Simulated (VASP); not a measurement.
BeTe:

```
Be Te
1.0
     0.00000    2.82862    2.80034
     2.82862    0.00000    2.80034
     2.82862    2.82862    0.00000
Be Te
1 1
Direct
  0.00000 0.00000 0.00000
  0.25000 0.25000 0.25000
```

This cell differs from its parent crystal: uniaxial z strain -1.0%.

Base run:

* Program: VASP 6.6.1
* Functional: PBE
* Potentials or basis: VASP PAW PBE potentials, release 64 (Be, Te)
* Cutoff: 600 eV
* k mesh: 8 × 8 × 8
* Occupations: fermi-dirac, width 0.02 eV
* Spin: no spin polarisation

Its results: band gap on the k mesh 1.90 eV, indirect (least direct gap 3.56 eV); pressure 0.9 GPa.

The run is repeated on the same cell with these changes: k mesh from 8 × 8 × 8 to 4 × 4 × 4; occupations from fermi-dirac, width 0.02 eV to gaussian, width 0.01 eV. What comes out?

Band gap on the k mesh 1.89 eV, indirect (least direct gap 3.55 eV); pressure 1.4 GPa.

Caveats: some runs use coarse meshes; spin-orbit coupling is left out, which moves the levels of the heavy elements.

A k mesh can miss the band edges.
